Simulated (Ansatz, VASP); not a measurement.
Hf: VASP beside Ansatz

POSCAR

```
Hf
1.0
    0.0000000000      2.3088000000      2.3088000000
    2.3088000000      0.0000000000      2.3088000000
    2.3088000000      2.3088000000      0.0000000000
Hf
1
Direct
    0.0000000000      0.0000000000      0.0000000000
```

Contents of INCAR.step1:

```
SYSTEM = Hf
  PREC = Accurate
  ENCUT = 520
  ISMEAR = 0
  SIGMA = 0.15
  LREAL = .FALSE.
  LASPH = .TRUE.
  NELM = 60
  NBANDS = 11
  GGA = PE
  ALGO = Normal
  EDIFF = 1E-4
  LWAVE = .TRUE.
  LCHARG = .FALSE.
```

File INCAR.step2:

```
SYSTEM = Hf
  PREC = Accurate
  ENCUT = 520
  EDIFF = 1E-6
  ISMEAR = 0
  SIGMA = 0.15
  LREAL = .FALSE.
  LASPH = .TRUE.
  NELM = 60
  ALGO = Normal
  ISIF = 2
  LWAVE = .FALSE.
  LCHARG = .FALSE.
  METAGGA = R2SCAN
  LMIXTAU = .TRUE.
  NBANDS = 11
  ISTART = 1
```

The input KPOINTS:

```
regular mesh
0
G
  18 18 18
  0 0 0
```

Input for Ansatz:

```yaml
crystal:
  lattice:
    - [0.0, 2.3088, 2.3088]
    - [2.3088, 0.0, 2.3088]
    - [2.3088, 2.3088, 0.0]
  atoms:
    - { symbol: Hf, position: [0.0, 0.0, 0.0] }
basis:
  ecutwfc: 500
kpoints:
  mp_grid: { grid: [18, 18, 18] }
hamiltonian:
  xc: r2scan
scf:
  occupations: { method: gaussian, width: 0.15 }
output:
  forces: true
  stress: true
  eigenvalues: true
```

Change from the starting cell: strain +0.040 along x and y, +0.040 along z, atoms carried along.

Alike in both runs: task single point; functional r2SCAN; k mesh 18 × 18 × 18; occupations gaussian, width 0.15 eV; no spin polarisation.

```csv
,VASP,Ansatz
version,VASP 6.6.1,Ansatz 0.2.0
potentials or method,"VASP PAW PBE potentials, release 64 (Hf_pv), cutoff 520 eV","scalar-relativistic, plane waves, PAW"
valence electrons in the cell,10,26
```

|  | VASP | Ansatz | Ansatz less VASP |
| --- | --- | --- | --- |
| gap on the k mesh at the Fermi level (eV) | none | none | - |
| pressure (GPa) | -8.8 | -8.2 | +0.57 |

VASP's potentials were made for PBE, not for r2SCAN. A gap of «none» marks a metal or a gap that the smearing closes. The functional is the same, so the differences come from potentials, cutoffs and numerics. VASP's potentials hold 10 valence electrons a cell and Ansatz's 26, so a difference there can come from the potentials and not from the codes.

Spin-orbit coupling is off throughout.
